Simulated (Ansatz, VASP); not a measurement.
## Two plane-wave programs on ZrH5

```
CELL_PARAMETERS angstrom
0.00000 2.58440 2.58440
2.58440 0.00000 2.58440
2.58440 2.58440 0.00000
ATOMIC_POSITIONS crystal
Zr 0.00000 0.00000 0.00000
H 0.13259 0.62247 0.62247
H 0.62247 0.62247 0.62247
H 0.62247 0.13259 0.62247
H 0.62247 0.62247 0.13259
H 0.25000 0.25000 0.25000
```

Change from the starting cell: species swapped into the DyCu5 type (F-43m, No. 216).

Alike in both runs: functional PBE; k mesh 5 × 5 × 5; occupations gaussian, width 0.2 eV; no spin polarisation.

Ansatz relaxed the structure, and its values are those at the end. VASP's run is a single point on that final structure, the one shown.

```csv
,VASP,Ansatz
version,VASP 6.6.1,Ansatz 0.2.0
potentials or method,"VASP PAW PBE potentials, release 64 (Zr_sv, H), cutoff 500 eV","scalar-relativistic, plane waves, PAW"
valence electrons in the cell,17,17
```

|  | VASP | Ansatz | Ansatz less VASP |
| --- | --- | --- | --- |
| gap on the k mesh at the Fermi level (eV) | none | none | - |
| pressure (GPa) | -0.3 | -0.1 | +0.16 |

A gap of «none» marks a metal or a gap that the smearing closes. The functional is the same, so the differences come from potentials, cutoffs and numerics.

The k mesh is coarse, so the values compare programs but aren't converged.
